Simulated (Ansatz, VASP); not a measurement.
## One calculation of AlCu, two programs

```
Al Cu
1.0
     2.92965    0.00000    0.00000
     0.00000    2.92965    0.00000
     0.00000    0.00000    2.92965
Al Cu
1 1
Direct
  0.00000 0.00000 0.00000
  0.50000 0.50000 0.50000
```

Alike in both runs: task single point; functional PBEsol; k mesh 14 × 14 × 14; occupations gaussian, width 0.1 eV; no spin polarisation.

|  | VASP | Ansatz |
| --- | --- | --- |
| version | VASP 6.6.1 | Ansatz 0.2.0 |
| potentials or method | VASP PAW PBE potentials, release 64 (Al, Cu), cutoff 520 eV | scalar-relativistic, plane waves, PAW |
| valence electrons in the cell | 14 | 22 |

Ansatz gave:

```
gap on the k mesh at the Fermi level (eV) : none
pressure (GPa)                            : 3.7
```

Question: Which values does VASP return?

Answer: gap on the k mesh at the Fermi level (eV): none; pressure (GPa): 3.0.

VASP's potentials were made for PBE, not for PBEsol. A gap of «none» marks a metal or a gap that the smearing closes. VASP's potentials hold 14 valence electrons a cell and Ansatz's 22, so a difference there can come from the potentials and not from the codes.
